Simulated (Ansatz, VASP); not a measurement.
One calculation of SiC, two programs

```
Si C
1.0
     3.14616    0.00000    0.00000
    -1.57308    2.72466    0.00000
     0.00000    0.00000    5.16314
Si C
2 2
Direct
  0.33333 0.66667 0.00000
  0.66667 0.33333 0.50000
  0.33333 0.66667 0.38500
  0.66667 0.33333 0.88500
```

Alike in both runs: task single point; functional PBEsol; k mesh 12 × 12 × 4; no spin polarisation.

```csv
,VASP,Ansatz
version,VASP 6.6.1,Ansatz 0.2.0
potentials or method,"VASP PAW PBE potentials, release 64 (Si, C), cutoff 520 eV","plane waves, PAW"
occupations,"gaussian, width 0.01 eV",fixed
valence electrons in the cell,16,16
```

```tsv
	VASP	Ansatz	Ansatz less VASP
pressure (GPa)	-12.7	-13.0	-0.31
traceless stress, the component that is largest in VASP (GPa)	-1.66	-1.61	+0.048
```

VASP's potentials were made for PBE, not for PBEsol.
